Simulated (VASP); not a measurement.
Here is a VASP 6.6.1 calculation.

INCAR

```
PREC = Accurate ; ENCUT = 520
EDIFF = 1E-6 ; ISMEAR = -1
SIGMA = 0.05 ; LREAL = False
LASPH = True ; NELM = 150
ALGO = Normal ; ISIF = 2
LWAVE = False ; LCHARG = True
LMAXMIX = 4 ; LDAU = True
LDAUTYPE = 2 ; LDAUL = -1 2 -1
LDAUU = 0 5 0 ; LDAUJ = 0 0 0
LDAUPRINT = 1 ; GGA = PE
LELF = True ; LVHAR = True
NBANDS = 28
```

File KPOINTS:

```
Automatic mesh
0
Gamma
  7 7 7
```

POSCAR

```
BaTiO3
1.0
    4.0193154633      0.0000000000      0.0000000000
    0.0000000000      4.0193154633      0.0000000000
    0.0000000000      0.0000000000      4.1023041812
Ba Ti O
1 1 3
Direct
    0.0000000000      0.0000000000     -0.0022589051
    0.5000000000      0.5000000000      0.4851496720
    0.0000000000      0.5000000000      0.5161027566
    0.5000000000      0.0000000000      0.5161027566
    0.5000000000      0.5000000000      0.0279037200
```

Potentials or basis: VASP PAW PBE potentials, release 64 (Ba_sv, Ti_sv, O).

The run is started by

```bash
$ cat potpaw_PBE.64/Ba_sv/POTCAR potpaw_PBE.64/Ti_sv/POTCAR potpaw_PBE.64/O/POTCAR > POTCAR
$ mpirun -np 1 vasp_std > vasp.out
```

Estimate the largest force.

0.606 eV/Å.

What does it give for the pressure?

3.9 GPa.

Estimate the band gap on the k mesh.

2.45 eV, indirect (least direct gap 2.77 eV).

Forces in eV/Å, atoms in the order of the input:
```
Ba   0.000  0.000  0.038
Ti   0.000  0.000  0.591
O    0.000  0.000 -0.011
O    0.000  0.000 -0.011
O    0.000  0.000 -0.606
```

Caveat: spin-orbit coupling is left out, which moves the levels of the heavy elements. A k mesh can miss the band edges.
